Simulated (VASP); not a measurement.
**TaN: single point with PBEsol**

TaN:

```
CELL_PARAMETERS angstrom
5.08993 0.00000 0.00000
-2.54496 4.40801 0.00000
0.00000 0.00000 2.85158
ATOMIC_POSITIONS crystal
Ta 0.33333 0.66667 0.50000
Ta 0.66667 0.33333 0.50000
Ta 0.00000 0.00000 0.00000
N 0.39285 0.00000 0.00000
N 0.60715 0.60715 0.00000
N 0.00000 0.39285 0.00000
```

* Program: VASP 6.6.1
* Task: single point
* Functional: PBEsol
* Potentials or basis: VASP PAW PBE potentials, release 64 (Ta_pv, N)
* Cutoff: 520 eV
* k mesh: 5 × 5 × 8
* Occupations: fermi-dirac, width 0.1 eV
* Spin: no spin polarisation

* Pressure: 20.0 GPa
* Largest force: 0.280 eV/Å
* Band gap on the k mesh: zero (band 24 reaches 10.94 eV, above the bottom of band 25 at 7.60 eV)

Forces on the atoms (eV/Å):
```
Ta   0.000  0.000  0.000
Ta   0.000  0.000  0.000
Ta   0.000  0.000  0.000
N    0.280  0.000  0.000
N   -0.140 -0.243  0.000
N   -0.140  0.243  0.000
```

Stress tensor (GPa, compression positive):
```
20.28  0.00  0.00
 0.00 20.28  0.00
 0.00  0.00 19.39
```

Levels at points of the mesh, in eV from the Fermi level:
| k point | band 20 | band 21 | band 22 | band 23 | band 24 | band 25 | band 26 | band 27 | band 28 | band 29 |
| --- | --- | --- | --- | --- | --- | --- | --- | --- | --- | --- |
| (0.00, 0.00, 0.00) | -5.44 | -4.62 | -3.56 | -2.15 | -1.13 | -1.13 | 0.44 | 0.44 | 1.86 | 1.97 |
| (0.00, 0.00, 0.50) | -4.85 | -4.60 | -3.21 | -3.21 | 1.95 | 1.95 | 2.03 | 2.26 | 2.26 | 3.42 |

It took 22 s on 1 thread of Intel(R) Xeon(R) 6975P-C (Granite Rapids) (shared host), peak memory 0.21 GiB.

Caveat: the PAW data sets were made with another functional, which shifts forces and pressure a little; spin-orbit coupling is left out, which moves the levels of the heavy elements.
